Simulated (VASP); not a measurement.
# K (Cmcm) in VASP: a series of runs

Runs on K. Level: r2SCAN. Tasks: single point.

Program: VASP 6.6.1. These are calculated values, not measurements. Logs are shortened: lines on timing, memory, paths and dates and some standing lists are left out, and cuts for length are marked.

### 1 The cell of the first run

The structure is orthorhombic, space group Cmcm (No. 63). The conventional cell has a = 4.876 Å, b = 8.095 Å, c = 7.812 Å, α = 90.00°, β = 90.00°, γ = 90.00°.

### 2 Single point, r2SCAN

The input, POSCAR:

```
K
1.0
    2.4379623500     -4.0476104500      0.0000000000
    2.4379623500      4.0476104500      0.0000000000
    0.0000000000      0.0000000000      7.8117980100
K
2
Direct
    0.8206130200      0.1793869800      0.2500000000
    0.1793869800      0.8206130200      0.7500000000
```

The input, INCAR.step1:

```
ALGO = Normal
EDIFF = 1E-4
ENCUT = 520
GGA = PE
ISMEAR = 0
LASPH = T
LCHARG = F
LREAL = F
LWAVE = T
NBANDS = 16
NELM = 100
PREC = Accurate
SIGMA = 0.1
```

The input, INCAR.step2:

```
ALGO = Normal
EDIFF = 1E-7
ENCUT = 520
ISIF = 2
ISMEAR = 0
ISTART = 1
LASPH = T
LCHARG = F
LMIXTAU = T
LREAL = F
LWAVE = F
METAGGA = R2SCAN
NBANDS = 16
NELM = 100
PREC = Accurate
SIGMA = 0.1
```

The input, KPOINTS:

```
k-points
0
Gamma
  10 10 6
```

Potentials or basis: VASP PAW PBE potentials, release 64 (K_sv).

Run with:

```bash
$ cat potpaw_PBE.64/K_sv/POTCAR > POTCAR
$ cp INCAR.step1 INCAR
$ mpirun -np 1 vasp_std > vasp.out
$ cp INCAR.step2 INCAR
$ mpirun -np 1 vasp_std > vasp.out
```

OUTCAR:

```text
EDIFF = 1E-7
   ENCUT = 520
   ISIF = 2
   ISMEAR = 0
   ISTART = 1
   LASPH = T
   LREAL = F
   METAGGA = R2SCAN
   NELM = 100
   PREC = Accurate

 ion  position               nearest neighbor table
   1  0.821  0.179  0.250-
   2  0.179  0.821  0.750-

  LATTYP: Found a base centered orthorhombic cell.
 ALAT       =     4.8759247000
 B/A-ratio  =     1.6602432150
 C/A-ratio  =     1.6021162119

  Lattice vectors:

 A1 = (   2.4379623500,  -4.0476104500,   0.0000000000)
 A2 = (   2.4379623500,   4.0476104500,   0.0000000000)
 A3 = (   0.0000000000,   0.0000000000,   7.8117980100)

Analysis of symmetry for initial positions (statically):
=====================================================================
 Subroutine PRICEL returns:
 Original cell was already a primitive cell.

 Routine SETGRP: Setting up the symmetry group for a
 base centered orthorhombic supercell.

 Subroutine GETGRP returns: Found  8 space group operations
 (whereof  4 operations were pure point group operations)
 out of a pool of  8 trial point group operations.

The static configuration has the point symmetry C_2h.
 The point group associated with its full space group is D_2h.

Analysis of symmetry for dynamics (positions and initial velocities):
=====================================================================
 Subroutine PRICEL returns:
 Original cell was already a primitive cell.

 Routine SETGRP: Setting up the symmetry group for a
 base centered orthorhombic supercell.

 Subroutine GETGRP returns: Found  8 space group operations
 (whereof  4 operations were pure point group operations)
 out of a pool of  8 trial point group operations.

The dynamic configuration has the point symmetry C_2h.
 The point group associated with its full space group is D_2h.

 Subroutine INISYM returns: Found  8 space group operations
 (whereof  4 operations are pure point group operations),
 and found     1 'primitive' translations

----------------------------------------------------------------------------------------

                                     Primitive cell

  volume of cell :     154.1724

  direct lattice vectors                    reciprocal lattice vectors
     2.437962350 -4.047610450  0.000000000     0.205089303 -0.123529674  0.000000000
     2.437962350  4.047610450  0.000000000     0.205089303  0.123529674  0.000000000
     0.000000000  0.000000000  7.811798010     0.000000000  0.000000000  0.128011502

  length of vectors
     4.725125477  4.725125477  7.811798010     0.239418468  0.239418468  0.128011502

  position of ions in fractional coordinates (direct lattice)
     0.820613020  0.179386980  0.250000000
     0.179386980  0.820613020  0.750000000

  ion indices of the primitive-cell ions
   primitive index   ion index
                 1           1
                 2           2

----------------------------------------------------------------------------------------

 KPOINTS: k-points

Automatic generation of k-mesh.
 Grid dimensions read from file:
 generate k-points for:   10   10    6

 Generating k-lattice:

  Cartesian coordinates                     Fractional coordinates (reciprocal lattice)
     0.020508930 -0.012352967  0.000000000     0.100000000 -0.000000000  0.000000000
     0.020508930  0.012352967  0.000000000    -0.000000000  0.100000000  0.000000000
     0.000000000  0.000000000  0.021335250     0.000000000  0.000000000  0.166666667

  Length of vectors
     0.023941847  0.023941847  0.021335250

  Shift w.r.t. Gamma in fractional coordinates (k-lattice)
     0.000000000  0.000000000  0.000000000

 Subroutine IBZKPT returns following result:
 ===========================================

 Found    124 irreducible k-points:

 Following reciprocal coordinates:
            Coordinates               Weight
  0.000000  0.000000  0.000000      1.000000
  0.100000 -0.000000  0.000000      4.000000
  0.200000 -0.000000  0.000000      4.000000
  0.300000 -0.000000  0.000000      4.000000
  0.400000 -0.000000  0.000000      4.000000
  0.500000 -0.000000  0.000000      2.000000
[... 16 lines left out ...]
  0.300000  0.300000  0.000000      2.000000
  0.400000  0.300000  0.000000      4.000000
 [... further k-points ...]
   k-points           NKPTS =    124   k-points in BZ     NKDIM =    124   number of bands    NBANDS=     16
   number of dos      NEDOS =    301   number of ions     NIONS =      2
   total plane-waves  NPLWV =  77760
   dimension x,y,z NGX =    36 NGY =   36 NGZ =   60
   dimension x,y,z NGXF=    72 NGYF=   72 NGZF=  120
   ions per type =               2
   NGX,Y,Z   is equivalent  to a cutoff of  12.67, 12.67, 12.77 a.u.
   NGXF,Y,Z  is equivalent  to a cutoff of  25.33, 25.33, 25.54 a.u.
 SYSTEM =  unknown system
   PREC   = accura    normal or accurate (medium, high low for compatibility)
   ISTART =      1    job   : 0-new  1-cont  2-samecut
   ICHARG =      0    charge: 1-file 2-atom 10-const
   ISPIN  =      1    spin polarized calculation?
   LNONCOLLINEAR =      F non collinear calculations
   LSORBIT =      F    spin-orbit coupling
   LASPH  =      T    aspherical Exc in radial PAW
   ENCUT  =  520.0 eV  38.22 Ry    6.18 a.u.   8.79  8.79 14.52*2*pi/ulx,y,z
   NELM   =    100;   NELMIN=  2; NELMDL=  0     # of ELM steps
   EDIFF  = 0.1E-06   stopping-criterion for ELM
   LREAL  =      F    real-space projection
   EDIFFG = 0.1E-05   stopping-criterion for IOM
   NSW    =      0    number of steps for IOM
   IBRION =     -1    ionic relax: 0-MD 1-quasi-New 2-CG
   NFREE  =      0    steps in history (QN), initial steepest desc. (CG)
   ISIF   =      2    stress and relaxation
   ISYM   =      2    0-nonsym 1-usesym 2-fastsym
   POTIM  = 0.5000    time-step for ionic-motion
   TEBEG  =    0.0;   TEEND  =   0.0 temperature during run
   PSTRESS=    0.0 pullay stress
   NELECT =      18.0000    total number of electrons
   NUPDOWN=      -1.0000    fix difference up-down
   EMIN   =  10.00;   EMAX   =-10.00  energy-range for DOS
   EFERMI =   0.00;   METHOD = LEGACY
   ISMEAR =     0;   SIGMA  =   0.10  broadening in eV -4-tet -1-fermi 0-gaus
   EFERMI_NEDOS =   21; number of points for ismear=-14 and -15
   IALGO  =     38    algorithm
   IMIX   =      4    mixing-type and parameters
     AMIX     =   0.40;   BMIX     =  1.00
     AMIX_MAG =   1.60;   BMIX_MAG =  1.00
  volume/ion in A,a.u.               =      77.09       520.20
  Fermi-wavevector in a.u.,A,eV,Ry     =   0.800135  1.512036  8.710674  0.640216
  Thomas-Fermi vector in A             =   1.907373
   LORBIT       =      0    0 simple, 1 ext, 2 COOP (PROOUT), +10 PAW based schemes
   METAGGA = R2SCAN    functional components
   LHFCALC =     F    Hartree Fock is set to
   AEXX    =    0.0000 exact exchange contribution
   IVDW    =     0    specifies the selected vdW correction
   LEPSILON=     F    determine dielectric tensor
   LRPA    =     F    only Hartree local field effects (RPA)
 non-spin polarized calculation
 Gauss-broadening in eV      SIGMA  =   0.10
  energy-cutoff  :      520.00
  volume of cell :      154.17
 maximum number of plane-waves:      4177
   NGX = 17   NGY = 17   NGZ = 29

 number of electron      18.0000000 magnetization

 Free energy of the ion-electron system (eV)
  ---------------------------------------------------
  ext. energy  EPLUGINS =         0.00000000
  ---------------------------------------------------
  free energy    TOTEN  =       -12.02706921 eV

  energy without entropy =      -12.01993486  energy(sigma->0) =      -12.02350204

 E-fermi :  -0.1790     XC(G=0):  -5.7923

 val. band max:       -0.1792997000   @ k =   0.5000   0.4000   0.1667
 cond. band min:      -0.1784137873   @ k =   0.4000  -0.0000   0.5000
 fundamental gap:      0.0008859127
 Fermi energy:        -0.1790415927

 k-point     1 :       0.0000    0.0000    0.0000
  band No.  band energies     occupation
      1     -33.8476      2.00000
      2     -33.8445      2.00000
      3     -16.5799      2.00000
      4     -16.5324      2.00000
      5     -16.5279      2.00000
      6     -16.5223      2.00000
[... 8 lines left out ...]
     15       4.6527      0.00000
     16       4.8248      0.00000

 k-point     2 :       0.1000   -0.0000    0.0000
  band No.  band energies     occupation
      1     -33.8474      2.00000
      2     -33.8444      2.00000
      3     -16.5780      2.00000
      4     -16.5357      2.00000
      5     -16.5299      2.00000
      6     -16.5266      2.00000
[... 8 lines left out ...]
     15       4.6624      0.00000
     16       4.7997      0.00000

 k-point     3 :       0.2000   -0.0000    0.0000
  band No.  band energies     occupation
      1     -33.8467      2.00000
      2     -33.8441      2.00000
      3     -16.5727      2.00000
      4     -16.5459      2.00000
      5     -16.5378      2.00000
      6     -16.5334      2.00000
[... 8 lines left out ...]
     15       4.5650      0.00000
     16       4.8344      0.00000

 k-point     4 :       0.3000   -0.0000    0.0000
  band No.  band energies     occupation
      1     -33.8457      2.00000
      2     -33.8438      2.00000
      3     -16.5651      2.00000
      4     -16.5592      2.00000
      5     -16.5514      2.00000
      6     -16.5371      2.00000
[... 8 lines left out ...]
     15       4.5614      0.00000
     16       4.7885      0.00000
[... 324 lines left out ...]
 k-point    22 :      -0.2000    0.2000    0.0000
  band No.  band energies     occupation
      1     -33.8466      2.00000
      2     -33.8439      2.00000
      3     -16.5731      2.00000
      4     -16.5451      2.00000
      5     -16.5385      2.00000
      6     -16.5377      2.00000
[... 8 lines left out ...]
     15       4.4018      0.00000
     16       4.5869      0.00000

 k-point    23 :       0.3000    0.3000    0.0000
  band No.  band energies     occupation
      1     -33.8438      2.00000
      2     -33.8437      2.00000
      3     -16.5645      2.00000
      4     -16.5576      2.00000
      5     -16.5557      2.00000
      6     -16.5474      2.00000
[... 8 lines left out ...]
     15       2.9884      0.00000
     16       4.1067      0.00000

 k-point    24 :       0.4000    0.3000    0.0000
  band No.  band energies     occupation
      1     -33.8440      2.00000
      2     -33.8433      2.00000
      3     -16.5679      2.00000
      4     -16.5610      2.00000
      5     -16.5543      2.00000
      6     -16.5494      2.00000
[... 8 lines left out ...]
     15       2.9796      0.00000
     16       4.2400      0.00000

 [... further k-points ...]
[... 5 lines left out ...]
  --------------------------------------------------------------------------------------
  -------------------------------------------------------------------------------------
  Total       -0.0413301      0.0068485     -0.0591088      0.0000000      0.0000000      0.0000000
  in kB       -0.4295068      0.0711707     -0.6142655      0.0000000      0.0000000      0.0000000
  external PRESSURE =      -0.3242005 kB  Pullay stress =       0.0000000 kB

 VOLUME and BASIS-vectors are now :
 -----------------------------------------------------------------------------
  energy-cutoff  :      520.00
  volume of cell :      154.17
      direct lattice vectors                 reciprocal lattice vectors
     2.437962350 -4.047610450  0.000000000     0.205089303 -0.123529674  0.000000000
     2.437962350  4.047610450  0.000000000     0.205089303  0.123529674  0.000000000
     0.000000000  0.000000000  7.811798010     0.000000000  0.000000000  0.128011502

 POSITION                                       TOTAL-FORCE (eV/Angst)
 -----------------------------------------------------------------------------------
      2.43796     -2.59543      1.95295         0.000000     -0.000625      0.000000
      2.43796      2.59543      5.85885         0.000000      0.000625     -0.000000
 -----------------------------------------------------------------------------------
    total drift:                               -0.000000     -0.000000      0.000000

  FREE ENERGIE OF THE ION-ELECTRON SYSTEM (eV)
  ---------------------------------------------------
  free  energy   TOTEN  =       -12.0270692129 eV

  energy  without entropy=      -12.0199348629  energy(sigma->0) =      -12.02350204
```

Wall time 8.5 min (1 thread of Intel Xeon 6975P-C (Granite Rapids), shared host); peak memory 0.45 GiB.

What came out:

```yaml
Free_energy: -12.0271 eV
Pressure: 0.0 GPa
Band_gap_on_the_k_mesh: zero (band 9 reaches 0.81 eV, above the bottom of band 10 at -1.67 eV)
```

Caveat: the PAW data sets were made with another functional, which shifts forces and pressure a little.

### 3 Single point, r2SCAN

POSCAR is that of step 2.

The input, INCAR.step1:

```
SYSTEM = K
PREC = Accurate
ENCUT = 520
ISMEAR = 0
SIGMA = 0.1
LREAL = .FALSE.
LASPH = .TRUE.
NELM = 100
NBANDS = 16
GGA = PE
ALGO = Normal
EDIFF = 1E-4
LWAVE = .TRUE.
LCHARG = .FALSE.
```

The input, INCAR.step2:

```
SYSTEM = K
PREC = Accurate
ENCUT = 520
EDIFF = 1E-6
ISMEAR = 0
SIGMA = 0.1
LREAL = .FALSE.
LASPH = .TRUE.
NELM = 100
ALGO = Normal
ISIF = 2
LWAVE = .FALSE.
LCHARG = .FALSE.
METAGGA = R2SCAN
LMIXTAU = .TRUE.
NBANDS = 16
ISTART = 1
```

The input, KPOINTS:

```
Automatic mesh
0
G
  4 4 4
  0 0 0
```

Potentials or basis: VASP PAW PBE potentials, release 64 (K_sv).

Run with:

```bash
$ cat potpaw_PBE.64/K_sv/POTCAR > POTCAR
$ cp INCAR.step1 INCAR
$ mpirun -np 1 vasp_std > vasp.out
$ cp INCAR.step2 INCAR
$ mpirun -np 1 vasp_std > vasp.out
```

It took 90 s on 1 thread of Intel Xeon 6975P-C (Granite Rapids), shared host; peak memory 0.29 GiB.

It converged, with:

```
Free energy            : -11.9745 eV
Pressure               : 0.0 GPa
Band gap on the k mesh : zero (band 9 reaches 0.60 eV, above the bottom of band 10 at -1.67 eV)
```

Stress tensor (GPa, compression positive):
```
-0.12  0.00  0.00
 0.00  0.02  0.00
 0.00  0.00  0.09
```

Levels at points of the mesh, in eV from the Fermi level:
```
           k point  band 7  band 8  band 9  band 10  band 11  band 12
(0.00, 0.00, 0.00)  -16.34  -16.34   -2.22     0.46     0.48     4.27
(0.50, 0.00, 0.00)  -16.35  -16.35    0.16     0.18     1.78     2.21
(0.50, 0.50, 0.00)  -16.35  -16.35    0.31     0.31     1.75     2.11
(0.00, 0.00, 0.50)  -16.34  -16.34   -1.49    -1.49     2.98     2.98
(0.50, 0.00, 0.50)  -16.35  -16.35    0.69     0.69     0.82     0.82
(0.50, 0.50, 0.50)  -16.35  -16.35    0.78     0.78     0.99     0.99
```

Caveat: the k points lie up to 0.38 Å⁻¹ apart; the PAW data sets were made with another functional, which shifts forces and pressure a little.
